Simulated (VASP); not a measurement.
# BiB (F-43m) in VASP: settings compared

The runs below take BiB through single point, relaxation of cell and atoms, with r2SCAN, PBEsol, LDA, PBE.

Program: VASP 6.6.1. These are calculated values, not measurements. Logs are shortened: lines on timing, memory, paths and dates and some standing lists are left out, and cuts for length are marked.

### Step 1. The cell of the first run

The structure is cubic, space group F-43m (No. 216). Conventional cell: a = 5.490 Å, b = 5.490 Å, c = 5.490 Å, α = 90.00°, β = 90.00°, γ = 90.00°. B (site symmetry -43m) has 4 Bi at 2.38 Å within 3.1 Å. Bi (site symmetry -43m) has 4 B at 2.38 Å within 3.1 Å.

### Step 2. Single point, r2SCAN

POSCAR

```
BiB
1.0
    0.0000000000      2.7448744764      2.7448744764
    2.7448744764      0.0000000000      2.7448744764
    2.7448744764      2.7448744764      0.0000000000
B Bi
1 1
Direct
    0.0000000000      0.0000000000      0.0000000000
    0.2500000000      0.2500000000      0.2500000000
```

INCAR.step1

```
PREC     = Accurate       # precision mode
ENCUT    = 520            # plane-wave cutoff, eV
ISMEAR   = 0              # smearing method
SIGMA    = 0.01           # smearing width, eV
LREAL    = False          # projectors in reciprocal space
LASPH    = True           # aspherical terms in the spheres
NELM     = 80             # most SCF steps
NBANDS   = 16             # bands
GGA      = PE             # functional
ALGO     = Normal         # electronic algorithm
EDIFF    = 1E-4           # SCF threshold, eV
LWAVE    = True           # write WAVECAR
LCHARG   = False          # write CHGCAR
```

INCAR.step2

```
PREC     = Accurate       # precision mode
ENCUT    = 520            # plane-wave cutoff, eV
EDIFF    = 1E-7           # SCF threshold, eV
ISMEAR   = 0              # smearing method
SIGMA    = 0.01           # smearing width, eV
LREAL    = False          # projectors in reciprocal space
LASPH    = True           # aspherical terms in the spheres
NELM     = 80             # most SCF steps
ALGO     = Normal         # electronic algorithm
ISIF     = 2              # what is computed and relaxed
LWAVE    = False          # write WAVECAR
LCHARG   = False          # write CHGCAR
METAGGA  = R2SCAN         # meta-GGA
LMIXTAU  = True         
NBANDS   = 16             # bands
ISTART   = 1
```

KPOINTS

```
Automatic mesh
0
Gamma
  8 8 8
```

Potentials or basis: VASP PAW PBE potentials, release 64 (B, Bi_d).

The run is started by

```sh
cat potpaw_PBE.64/B/POTCAR potpaw_PBE.64/Bi_d/POTCAR > POTCAR
cp INCAR.step1 INCAR
mpirun -np 1 vasp_std > vasp.out
cp INCAR.step2 INCAR
mpirun -np 1 vasp_std > vasp.out
```

OUTCAR:

```text
PREC = Accurate
   ENCUT = 520
   EDIFF = 1E-7
   ISMEAR = 0
   LREAL = False
   LASPH = True
   NELM = 80
   ISIF = 2
   METAGGA = R2SCAN
   ISTART = 1

 ion  position               nearest neighbor table
   1  0.000  0.000  0.000-   2 2.38   2 2.38   2 2.38   2 2.38
   2  0.250  0.250  0.250-   1 2.38   1 2.38   1 2.38   1 2.38

  LATTYP: Found a face centered cubic cell.
 ALAT       =     5.4897489528

  Lattice vectors:

 A1 = (   0.0000000000,   2.7448744764,   2.7448744764)
 A2 = (   2.7448744764,   0.0000000000,   2.7448744764)
 A3 = (   2.7448744764,   2.7448744764,   0.0000000000)

Analysis of symmetry for initial positions (statically):
=====================================================================
 Subroutine PRICEL returns:
 Original cell was already a primitive cell.

 Routine SETGRP: Setting up the symmetry group for a
 face centered cubic supercell.

 Subroutine GETGRP returns: Found 24 space group operations
 (whereof 24 operations were pure point group operations)
 out of a pool of 48 trial point group operations.

The static configuration has the point symmetry T_d .

Analysis of symmetry for dynamics (positions and initial velocities):
=====================================================================
 Subroutine PRICEL returns:
 Original cell was already a primitive cell.

 Routine SETGRP: Setting up the symmetry group for a
 face centered cubic supercell.

 Subroutine GETGRP returns: Found 24 space group operations
 (whereof 24 operations were pure point group operations)
 out of a pool of 48 trial point group operations.

The dynamic configuration has the point symmetry T_d .

 Subroutine INISYM returns: Found 24 space group operations
 (whereof 24 operations are pure point group operations),
 and found     1 'primitive' translations

----------------------------------------------------------------------------------------

                                     Primitive cell

  volume of cell :      41.3616

  direct lattice vectors                    reciprocal lattice vectors
     0.000000000  2.744874476  2.744874476    -0.182157692  0.182157692  0.182157692
     2.744874476  0.000000000  2.744874476     0.182157692 -0.182157692  0.182157692
     2.744874476  2.744874476  0.000000000     0.182157692  0.182157692 -0.182157692

  length of vectors
     3.881838712  3.881838712  3.881838712     0.315506378  0.315506378  0.315506378

  position of ions in fractional coordinates (direct lattice)
     0.000000000  0.000000000  0.000000000
     0.250000000  0.250000000  0.250000000

  ion indices of the primitive-cell ions
   primitive index   ion index
                 1           1
                 2           2

----------------------------------------------------------------------------------------

 KPOINTS: Automatic mesh

Automatic generation of k-mesh.
 Grid dimensions read from file:
 generate k-points for:    8    8    8

 Generating k-lattice:

  Cartesian coordinates                     Fractional coordinates (reciprocal lattice)
    -0.022769712  0.022769712  0.022769712     0.125000000  0.000000000  0.000000000
     0.022769712 -0.022769712  0.022769712     0.000000000  0.125000000  0.000000000
     0.022769712  0.022769712 -0.022769712     0.000000000  0.000000000  0.125000000

  Length of vectors
     0.039438297  0.039438297  0.039438297

  Shift w.r.t. Gamma in fractional coordinates (k-lattice)
     0.000000000  0.000000000  0.000000000

 Subroutine IBZKPT returns following result:
 ===========================================

 Found     29 irreducible k-points:

 Following reciprocal coordinates:
            Coordinates               Weight
  0.000000  0.000000  0.000000      1.000000
  0.125000  0.000000  0.000000      8.000000
  0.250000  0.000000  0.000000      8.000000
  0.375000  0.000000  0.000000      8.000000
  0.500000  0.000000  0.000000      4.000000
  0.125000  0.125000  0.000000      6.000000
[... 16 lines left out ...]
  0.500000  0.250000  0.125000     48.000000
 -0.375000  0.250000  0.125000     24.000000
 [... further k-points ...]
   k-points           NKPTS =     29   k-points in BZ     NKDIM =     29   number of bands    NBANDS=     16
   number of dos      NEDOS =    301   number of ions     NIONS =      2
   total plane-waves  NPLWV =  27000
   dimension x,y,z NGX =    30 NGY =   30 NGZ =   30
   dimension x,y,z NGXF=    60 NGYF=   60 NGZF=   60
   ions per type =               1   1
   NGX,Y,Z   is equivalent  to a cutoff of  12.85, 12.85, 12.85 a.u.
   NGXF,Y,Z  is equivalent  to a cutoff of  25.70, 25.70, 25.70 a.u.
 SYSTEM =  unknown system
   PREC   = accura    normal or accurate (medium, high low for compatibility)
   ISTART =      1    job   : 0-new  1-cont  2-samecut
   ICHARG =      0    charge: 1-file 2-atom 10-const
   ISPIN  =      1    spin polarized calculation?
   LNONCOLLINEAR =      F non collinear calculations
   LSORBIT =      F    spin-orbit coupling
   LASPH  =      T    aspherical Exc in radial PAW
   ENCUT  =  520.0 eV  38.22 Ry    6.18 a.u.   7.22  7.22  7.22*2*pi/ulx,y,z
   NELM   =     80;   NELMIN=  2; NELMDL=  0     # of ELM steps
   EDIFF  = 0.1E-06   stopping-criterion for ELM
   LREAL  =      F    real-space projection
   EDIFFG = 0.1E-05   stopping-criterion for IOM
   NSW    =      0    number of steps for IOM
   IBRION =     -1    ionic relax: 0-MD 1-quasi-New 2-CG
   NFREE  =      0    steps in history (QN), initial steepest desc. (CG)
   ISIF   =      2    stress and relaxation
   ISYM   =      2    0-nonsym 1-usesym 2-fastsym
   POTIM  = 0.5000    time-step for ionic-motion
   TEBEG  =    0.0;   TEEND  =   0.0 temperature during run
   PSTRESS=    0.0 pullay stress
   NELECT =      18.0000    total number of electrons
   NUPDOWN=      -1.0000    fix difference up-down
   EMIN   =  10.00;   EMAX   =-10.00  energy-range for DOS
   EFERMI =   0.00;   METHOD = LEGACY
   ISMEAR =     0;   SIGMA  =   0.01  broadening in eV -4-tet -1-fermi 0-gaus
   EFERMI_NEDOS =   21; number of points for ismear=-14 and -15
   IALGO  =     38    algorithm
   IMIX   =      4    mixing-type and parameters
     AMIX     =   0.40;   BMIX     =  1.00
     AMIX_MAG =   1.60;   BMIX_MAG =  1.00
  volume/ion in A,a.u.               =      20.68       139.56
  Fermi-wavevector in a.u.,A,eV,Ry     =   1.240604  2.344402 20.940704  1.539098
  Thomas-Fermi vector in A             =   2.375038
   LORBIT       =      0    0 simple, 1 ext, 2 COOP (PROOUT), +10 PAW based schemes
   METAGGA = R2SCAN    functional components
   LHFCALC =     F    Hartree Fock is set to
   AEXX    =    0.0000 exact exchange contribution
   IVDW    =     0    specifies the selected vdW correction
   LEPSILON=     F    determine dielectric tensor
   LRPA    =     F    only Hartree local field effects (RPA)
 non-spin polarized calculation
 Gauss-broadening in eV      SIGMA  =   0.01
  energy-cutoff  :      520.00
  volume of cell :       41.36
 maximum number of plane-waves:      1139
 NGX is ok and might be reduce to    30
   NGX = 15   NGY = 15   NGZ = 15

 number of electron      17.9999997 magnetization

 Free energy of the ion-electron system (eV)
  ---------------------------------------------------
  ext. energy  EPLUGINS =         0.00000000
  ---------------------------------------------------
  free energy    TOTEN  =       -64.30837748 eV

  energy without entropy =      -64.30837748  energy(sigma->0) =      -64.30837748

 E-fermi :   7.1802     XC(G=0): -10.7531

 val. band max:        7.0914838294   @ k =   0.0000   0.0000   0.0000
 cond. band min:       7.4848088690   @ k =   0.0000   0.0000   0.0000
 fundamental gap:      0.3933250397
 Fermi energy:         7.1802237925

 k-point     1 :       0.0000    0.0000    0.0000
  band No.  band energies     occupation
      1     -16.7797      2.00000
      2     -16.7797      2.00000
      3     -16.7797      2.00000
      4     -16.6778      2.00000
      5     -16.6778      2.00000
      6      -7.7376      2.00000
[... 8 lines left out ...]
     15      18.2749      0.00000
     16      18.2749      0.00000

 k-point     2 :       0.1250    0.0000    0.0000
  band No.  band energies     occupation
      1     -16.7787      2.00000
      2     -16.7729      2.00000
      3     -16.7729      2.00000
      4     -16.6774      2.00000
      5     -16.6774      2.00000
      6      -7.5259      2.00000
[... 8 lines left out ...]
     15      17.2594      0.00000
     16      17.2594      0.00000

 k-point     3 :       0.2500    0.0000    0.0000
  band No.  band energies     occupation
      1     -16.7767      2.00000
      2     -16.7597      2.00000
      3     -16.7597      2.00000
      4     -16.6733      2.00000
      5     -16.6733      2.00000
      6      -6.9174      2.00000
[... 8 lines left out ...]
     15      16.9448      0.00000
     16      16.9448      0.00000

 k-point     4 :       0.3750    0.0000    0.0000
  band No.  band energies     occupation
      1     -16.7753      2.00000
      2     -16.7519      2.00000
      3     -16.7519      2.00000
      4     -16.6636      2.00000
      5     -16.6636      2.00000
      6      -6.0579      2.00000
[... 8 lines left out ...]
     15      17.8901      0.00000
     16      17.8901      0.00000
[... 324 lines left out ...]
 k-point    22 :       0.3750    0.2500    0.1250
  band No.  band energies     occupation
      1     -16.7891      2.00000
      2     -16.7421      2.00000
      3     -16.7347      2.00000
      4     -16.6886      2.00000
      5     -16.6607      2.00000
      6      -6.3896      2.00000
[... 8 lines left out ...]
     15      18.3031      0.00000
     16      18.4869      0.00000

 k-point    23 :       0.5000    0.2500    0.1250
  band No.  band energies     occupation
      1     -16.7803      2.00000
      2     -16.7420      2.00000
      3     -16.7221      2.00000
      4     -16.6827      2.00000
      5     -16.6587      2.00000
      6      -5.5770      2.00000
[... 8 lines left out ...]
     15      18.5087      0.00000
     16      19.2531      0.00000

 k-point    24 :      -0.3750    0.2500    0.1250
  band No.  band energies     occupation
      1     -16.7742      2.00000
      2     -16.7443      2.00000
      3     -16.7188      2.00000
      4     -16.6759      2.00000
      5     -16.6606      2.00000
      6      -5.0920      2.00000
[... 8 lines left out ...]
     15      18.4696      0.00000
     16      19.2254      0.00000

 [... further k-points ...]
[... 5 lines left out ...]
  --------------------------------------------------------------------------------------
  -------------------------------------------------------------------------------------
  Total       -0.0172568     -0.0172568     -0.0172568      0.0000000      0.0000000      0.0000000
  in kB       -0.6684584     -0.6684584     -0.6684584      0.0000000      0.0000000      0.0000000
  external PRESSURE =      -0.6684584 kB  Pullay stress =       0.0000000 kB

 VOLUME and BASIS-vectors are now :
 -----------------------------------------------------------------------------
  energy-cutoff  :      520.00
  volume of cell :       41.36
      direct lattice vectors                 reciprocal lattice vectors
     0.000000000  2.744874476  2.744874476    -0.182157692  0.182157692  0.182157692
     2.744874476  0.000000000  2.744874476     0.182157692 -0.182157692  0.182157692
     2.744874476  2.744874476  0.000000000     0.182157692  0.182157692 -0.182157692

 POSITION                                       TOTAL-FORCE (eV/Angst)
 -----------------------------------------------------------------------------------
      0.00000      0.00000      0.00000         0.000000      0.000000      0.000000
      1.37244      1.37244      1.37244        -0.000000     -0.000000     -0.000000
 -----------------------------------------------------------------------------------
    total drift:                                0.000000      0.000000      0.000000

  FREE ENERGIE OF THE ION-ELECTRON SYSTEM (eV)
  ---------------------------------------------------
  free  energy   TOTEN  =       -64.3083774826 eV

  energy  without entropy=      -64.3083774826  energy(sigma->0) =      -64.30837748
```

It took 84 s on 1 thread of Intel Xeon Platinum 8488C (Sapphire Rapids), shared host; peak memory 0.18 GiB.

What came out:

| Property | Result |
| --- | --- |
| Free energy | -64.3084 eV |
| Pressure | -0.1 GPa |
| Band gap on the k mesh | 0.39 eV, direct |

Caveat: the PAW data sets were made with another functional, which shifts forces and pressure a little; spin-orbit coupling is left out, which moves the levels of the heavy elements.

### Step 3. Relaxation of cell and atoms, PBEsol

This run uses another cell than the first one, of 21.03 Å³/atom, 1.017 times its volume.

INCAR

```
SYSTEM = BiB
PREC = Accurate
ENCUT = 600
EDIFF = 1E-6
ISMEAR = -1
SIGMA = 0.02
LREAL = .FALSE.
LASPH = .TRUE.
NELM = 80
ALGO = Normal
ISIF = 3
LWAVE = .FALSE.
LCHARG = .FALSE.
GGA = PS
IBRION = 2
NSW = 80
EDIFFG = -0.005
```

KPOINTS

```
Automatic mesh
0
G
  8 8 8
  0 0 0
```

POSCAR

```
BiB
1.0
    0.0000000000      2.7600269871      2.7600269871
    2.7600269871      0.0000000000      2.7600269871
    2.7600269871      2.7600269871      0.0000000000
B Bi
1 1
Direct
    0.0000000000      0.0000000000      0.0000000000
    0.2500000000      0.2500000000      0.2500000000
```

Potentials or basis: VASP PAW PBE potentials, release 64 (B, Bi_d).

The run is started by

```sh
cat potpaw_PBE.64/B/POTCAR potpaw_PBE.64/Bi_d/POTCAR > POTCAR
mpirun -np 1 vasp_std > vasp.out
```

Wall time 27 s (1 thread of Intel Xeon Platinum 8488C (Sapphire Rapids), shared host); peak memory 0.19 GiB.

Results (log left out):

- Free energy: -9.7618 eV
- Relaxed volume: 20.29 Å³/atom
- Relaxed cell: a = 3.857 Å, b = 3.857 Å, c = 3.857 Å, α = 60.00°, β = 60.00°, γ = 60.00°
- Space group after relaxing (to 0.05 Å): F-43m (No. 216)
- Energy gained by relaxing: 6.5 meV/atom
- Ionic steps: 3
- Pressure after relaxing: 0.0 GPa
- Band gap on the k mesh: 0.45 eV, direct

Step by step:
| step | energy change (eV) | largest force (eV/Å) | pressure (GPa) | volume (Å³) |
| --- | --- | --- | --- | --- |
| 1 | 0.0000 | 0.0000 | -2.72 | 42.05 |
| 2 | -0.0101 | 0.0000 | 1.42 | 39.91 |
| 3 | -0.0129 | 0.0000 | 0.00 | 40.57 |

Final structure:
```
B Bi
1.0
     0.00000    2.72733    2.72733
     2.72733    0.00000    2.72733
     2.72733    2.72733    0.00000
B Bi
1 1
Direct
  0.00000 0.00000 0.00000
  0.25000 0.25000 0.25000
```

Levels at points of the mesh, in eV from the valence-band top:
```tsv
k point	band 7	band 8	band 9	band 10	band 11	band 12
(0.00, 0.00, 0.00)	0.00	0.00	0.00	0.45	2.79	2.79
(0.50, 0.00, 0.00)	-7.83	-1.65	-1.65	0.46	4.16	4.16
(0.50, 0.50, 0.00)	-7.91	-3.57	-3.57	0.80	0.87	8.36
```

Caveat: the PAW data sets were made with another functional, which shifts forces and pressure a little; spin-orbit coupling is left out, which moves the levels of the heavy elements. A k mesh can miss the band edges.

(Continued in part 2 of 2.)
